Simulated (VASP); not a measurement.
**Cu: single point with PBE**

Crystal: Cu.

```xyz
2
Lattice="2.7758 0.0000 0.0000 -1.3879 2.4039 0.0000 0.0000 0.0000 4.0177" Properties=species:S:1:pos:R:3 pbc="T T T"
Cu    0.0000    1.6026    1.0044
Cu    1.3879    0.8013    3.0133
```

This isn't the form of Cu at room conditions, which is fcc.

```
Program                : VASP 6.6.1
Task                   : single point
Functional             : PBE
Potentials or basis    : VASP PAW PBE potentials, release 64 (Cu)
Cutoff                 : 520 eV
k mesh                 : 21 × 21 × 12
Occupations            : gaussian, width 0.15 eV
Spin                   : no spin polarisation
Dipole correction      : no
Further INCAR settings : ALGO = Fast; EDIFF = 1e-06; NBANDS = 18
```

```yaml
Pressure: -9.0 GPa
Band_gap_on_the_k_mesh: zero (bands 11 and 12 overlap by 5.00 eV)
```

Stress tensor (GPa, compression positive):
```
-12.50   0.00   0.00
  0.00 -12.50   0.00
  0.00   0.00  -2.08
```

Levels at points of the mesh, in eV from the Fermi level:
```tsv
k point	band 8	band 9	band 10	band 11	band 12	band 13	band 14	band 15
(0.00, 0.00, 0.00)	-2.36	-2.31	-1.55	-1.55	0.49	4.86	17.54	17.54
(0.00, 0.00, 0.50)	-2.62	-1.72	-1.72	-1.72	-1.72	14.55	14.55	19.57
```

Wall time 3 min on 1 thread of AMD EPYC 7R43 64-Core Processor (Zen 3), on a shared host, peak memory 0.21 GiB.

Caveat: the cell stands under tension.
